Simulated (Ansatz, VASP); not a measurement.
**One calculation of Al3InAs4, two programs**

```xyz
8
Lattice="4.1424 0.0000 0.0000 0.0000 4.1424 0.0000 0.0000 0.0000 11.5793" Properties=species:S:1:pos:R:3 pbc="T T T"
Al    0.0000    0.0000    8.5764
Al    2.0712    2.0712    5.7896
Al    0.0000    0.0000    3.0029
In    2.0712    2.0712    0.0000
As    2.0712    0.0000    7.1829
As    0.0000    2.0712    4.3964
As    2.0712    0.0000    1.6335
As    0.0000    2.0712    9.9458
```

Alike in both runs: task relaxation of cell and atoms; functional PBE; k mesh 8 × 8 × 4; occupations gaussian, width 0.02 eV; no spin polarisation.

|  | VASP | Ansatz |
| --- | --- | --- |
| version | VASP 6.6.1 | Ansatz 0.2.0 |
| potentials or method | VASP PAW PBE potentials, release 64 (Al, In_d, As), cutoff 600 eV | scalar-relativistic, plane waves, PAW |
| valence electrons in the cell | 42 | 82 |

```csv
,VASP,Ansatz,Ansatz less VASP
"gap on the k mesh at the Fermi level, each at its own relaxed structure (eV)",1.02,1.03,+0.010
relaxed volume (Å³/atom),24.92,24.87,-0.048
relaxed length of the cell vector where the two differ most in proportion (Å),11.702,11.693,-0.0091
```

VASP's potentials hold 42 valence electrons a cell and Ansatz's 82, so a difference there can come from the potentials and not from the codes.
